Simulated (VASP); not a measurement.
# Cu (Fm-3m) in VASP: single point with r2SCAN

Aim: the single point of Cu with r2SCAN.

Program: VASP 6.6.1. These are calculated values, not measurements. Logs are shortened: lines on timing, memory, paths and dates and some standing lists are left out, and cuts for length are marked.

## Step 1: The cell of the first run

Symmetry: Fm-3m, No. 225, cubic system. Conventional cell: a = 3.577 Å, b = 3.577 Å, c = 3.577 Å, α = 90.00°, β = 90.00°, γ = 90.00°. Within 3.3 Å of Cu (site symmetry m-3m) lie 12 Cu at 2.53 Å.

## Step 2: Single point, r2SCAN

The input, POSCAR:

```
Cu
1.0
    0.0000000000      1.7883817726      1.7883817726
    1.7883817726      0.0000000000      1.7883817726
    1.7883817726      1.7883817726      0.0000000000
Cu
1
Direct
    0.0000000000      0.0000000000      0.0000000000
```

The input, INCAR.step1:

```
SYSTEM = Cu
  ALGO = Normal
  EDIFF = 1E-5
  ENCUT = 900
  GGA = PE
  GGA_COMPAT = .FALSE.
  ISMEAR = -1
  LASPH = .TRUE.
  LCHARG = .FALSE.
  LREAL = .FALSE.
  LWAVE = .TRUE.
  NBANDS = 16
  NELM = 120
  PREC = Accurate
  SIGMA = 0.1
```

The input, INCAR.step2:

```
SYSTEM = Cu
  ALGO = Normal
  EDIFF = 1E-6
  ENCUT = 900
  GGA_COMPAT = .FALSE.
  ISIF = 2
  ISMEAR = -1
  ISTART = 1
  LASPH = .TRUE.
  LCHARG = .FALSE.
  LMIXTAU = .TRUE.
  LREAL = .FALSE.
  LWAVE = .FALSE.
  METAGGA = R2SCAN
  NBANDS = 16
  NELM = 120
  PREC = Accurate
  SIGMA = 0.1
```

The input, KPOINTS:

```
k-points
0
G
  12 12 12
  0 0 0
```

Potentials or basis: VASP PAW PBE potentials, release 64 (Cu_sv_GW).

The run is started by

```bash
> cat potpaw_PBE.64/Cu_sv_GW/POTCAR > POTCAR
> cp INCAR.step1 INCAR
> mpirun -np 1 vasp_std > vasp.out
> cp INCAR.step2 INCAR
> mpirun -np 1 vasp_std > vasp.out
```

OUTCAR:

```text
SYSTEM = Cu
   EDIFF = 1E-6
   ENCUT = 900
   ISIF = 2
   ISMEAR = -1
   ISTART = 1
   LASPH = .TRUE.
   LREAL = .FALSE.
   METAGGA = R2SCAN
   NELM = 120
   PREC = Accurate

 ion  position               nearest neighbor table
   1  0.000  0.000  0.000-

  LATTYP: Found a face centered cubic cell.
 ALAT       =     3.5767635452

  Lattice vectors:

 A1 = (   0.0000000000,   1.7883817726,   1.7883817726)
 A2 = (   1.7883817726,   0.0000000000,   1.7883817726)
 A3 = (   1.7883817726,   1.7883817726,   0.0000000000)

Analysis of symmetry for initial positions (statically):
=====================================================================
 Subroutine PRICEL returns:
 Original cell was already a primitive cell.

 Routine SETGRP: Setting up the symmetry group for a
 face centered cubic supercell.

 Subroutine GETGRP returns: Found 48 space group operations
 (whereof 48 operations were pure point group operations)
 out of a pool of 48 trial point group operations.

The static configuration has the point symmetry O_h .

Analysis of symmetry for dynamics (positions and initial velocities):
=====================================================================
 Subroutine PRICEL returns:
 Original cell was already a primitive cell.

 Routine SETGRP: Setting up the symmetry group for a
 face centered cubic supercell.

 Subroutine GETGRP returns: Found 48 space group operations
 (whereof 48 operations were pure point group operations)
 out of a pool of 48 trial point group operations.

The dynamic configuration has the point symmetry O_h .

 Subroutine INISYM returns: Found 48 space group operations
 (whereof 48 operations are pure point group operations),
 and found     1 'primitive' translations

----------------------------------------------------------------------------------------

                                     Primitive cell

  volume of cell :      11.4396

  direct lattice vectors                    reciprocal lattice vectors
     0.000000000  1.788381773  1.788381773    -0.279582362  0.279582362  0.279582362
     1.788381773  0.000000000  1.788381773     0.279582362 -0.279582362  0.279582362
     1.788381773  1.788381773  0.000000000     0.279582362  0.279582362 -0.279582362

  length of vectors
     2.529153758  2.529153758  2.529153758     0.484250856  0.484250856  0.484250856

  position of ions in fractional coordinates (direct lattice)
     0.000000000  0.000000000  0.000000000

  ion indices of the primitive-cell ions
   primitive index   ion index
[... 66 lines left out ...]
   ICHARG =      0    charge: 1-file 2-atom 10-const
   ISPIN  =      1    spin polarized calculation?
   LNONCOLLINEAR =      F non collinear calculations
   LSORBIT =      F    spin-orbit coupling
   LASPH  =      T    aspherical Exc in radial PAW
   ENCUT  =  900.0 eV  66.15 Ry    8.13 a.u.   6.19  6.19  6.19*2*pi/ulx,y,z
   NELM   =    120;   NELMIN=  2; NELMDL=  0     # of ELM steps
   EDIFF  = 0.1E-05   stopping-criterion for ELM
   LREAL  =      F    real-space projection
   EDIFFG = 0.1E-04   stopping-criterion for IOM
   NSW    =      0    number of steps for IOM
   IBRION =     -1    ionic relax: 0-MD 1-quasi-New 2-CG
   NFREE  =      0    steps in history (QN), initial steepest desc. (CG)
   ISIF   =      2    stress and relaxation
   ISYM   =      2    0-nonsym 1-usesym 2-fastsym
   POTIM  = 0.5000    time-step for ionic-motion
   TEBEG  =    0.0;   TEEND  =   0.0 temperature during run
   PSTRESS=    0.0 pullay stress
   NELECT =      19.0000    total number of electrons
   NUPDOWN=      -1.0000    fix difference up-down
   EMIN   =  10.00;   EMAX   =-10.00  energy-range for DOS
   EFERMI =   0.00;   METHOD = LEGACY
   ISMEAR =    -1;   SIGMA  =   0.10  broadening in eV -4-tet -1-fermi 0-gaus
   EFERMI_NEDOS =   21; number of points for ismear=-14 and -15
   IALGO  =     38    algorithm
   IMIX   =      4    mixing-type and parameters
     AMIX     =   0.40;   BMIX     =  1.00
     AMIX_MAG =   1.60;   BMIX_MAG =  1.00
  volume/ion in A,a.u.               =      11.44        77.20
  Fermi-wavevector in a.u.,A,eV,Ry     =   1.938753  3.663712 51.141074  3.758763
  Thomas-Fermi vector in A             =   2.969034
   LORBIT       =      0    0 simple, 1 ext, 2 COOP (PROOUT), +10 PAW based schemes
   METAGGA = R2SCAN    functional components
   LHFCALC =     F    Hartree Fock is set to
   AEXX    =    0.0000 exact exchange contribution
   IVDW    =     0    specifies the selected vdW correction
   LEPSILON=     F    determine dielectric tensor
   LRPA    =     F    only Hartree local field effects (RPA)
 non-spin polarized calculation
  energy-cutoff  :      900.00
  volume of cell :       11.44
 maximum number of plane-waves:       725
 NGX is ok and might be reduce to    28
   NGX = 13   NGY = 13   NGZ = 13

 number of electron      18.9999999 magnetization

 Free energy of the ion-electron system (eV)
  ---------------------------------------------------
  ext. energy  EPLUGINS =         0.00000000
  ---------------------------------------------------
  free energy    TOTEN  =       -10.90954170 eV

  energy without entropy =      -10.89845873  energy(sigma->0) =      -10.90400022

 E-fermi :   7.7090     XC(G=0): -14.7011

 val. band max:        7.7019605836   @ k =   0.5000   0.3333   0.1667
 cond. band min:       7.8363518974   @ k =   0.5000   0.2500   0.0833
 fundamental gap:      0.1343913138
 Fermi energy:         7.7090009013

 k-point     1 :       0.0000    0.0000    0.0000
  band No.  band energies     occupation
      1    -108.7677      2.00000
      2     -64.5316      2.00000
      3     -64.5316      2.00000
      4     -64.5316      2.00000
      5      -2.1871      2.00000
      6       4.5614      2.00000
[... 433 lines left out ...]
      3     -64.5721      2.00000
      4     -64.5547      2.00000
      5       2.8569      2.00000
      6       4.1392      2.00000
[... 8 lines left out ...]
     15      38.7242      0.00000
     16      39.5038      0.00000

 [... further k-points ...]
[... 5 lines left out ...]
  --------------------------------------------------------------------------------------
  -------------------------------------------------------------------------------------
  Total        0.0099017      0.0099017      0.0099017      0.0000000     -0.0000000      0.0000000
  in kB        1.3867913      1.3867913      1.3867913      0.0000000     -0.0000000      0.0000000
  external PRESSURE =       1.3867913 kB  Pullay stress =       0.0000000 kB

 VOLUME and BASIS-vectors are now :
 -----------------------------------------------------------------------------
  energy-cutoff  :      900.00
  volume of cell :       11.44
      direct lattice vectors                 reciprocal lattice vectors
     0.000000000  1.788381773  1.788381773    -0.279582362  0.279582362  0.279582362
     1.788381773  0.000000000  1.788381773     0.279582362 -0.279582362  0.279582362
     1.788381773  1.788381773  0.000000000     0.279582362  0.279582362 -0.279582362

 POSITION                                       TOTAL-FORCE (eV/Angst)
 -----------------------------------------------------------------------------------
      0.00000      0.00000      0.00000         0.000000      0.000000      0.000000
 -----------------------------------------------------------------------------------
    total drift:                               -0.000000      0.000000     -0.000000

  FREE ENERGIE OF THE ION-ELECTRON SYSTEM (eV)
  ---------------------------------------------------
  free  energy   TOTEN  =       -10.9095416989 eV

  energy  without entropy=      -10.8984587329  energy(sigma->0) =      -10.90400022
```

OUTCAR.step1:

```text
SYSTEM = Cu
   EDIFF = 1E-5
   ENCUT = 900
   GGA = PE
   ISMEAR = -1
   LASPH = .TRUE.
   LREAL = .FALSE.
[... 672 lines left out ...]
 -----------------------------------------------------------------------------------
      0.00000      0.00000      0.00000        -0.000000     -0.000000     -0.000000
 -----------------------------------------------------------------------------------
    total drift:                               -0.000000      0.000000     -0.000000

  FREE ENERGIE OF THE ION-ELECTRON SYSTEM (eV)
  ---------------------------------------------------
  free  energy   TOTEN  =        -3.7893226345 eV

  energy  without entropy=       -3.7776146681  energy(sigma->0) =       -3.78346865
```

It took 92 s on 1 thread of AMD EPYC 9R45 (Zen 5), shared host; peak memory 0.17 GiB.

What came out:

* Free energy: -10.9095 eV
* Pressure: 0.1 GPa
* Band gap on the k mesh: zero (an odd number of electrons rules out a gap without spin polarisation)

Caveat: the PAW data sets were made with another functional, which shifts forces and pressure a little.

The gap in the log of VASP goes by the Fermi energy; the results here count the filled bands.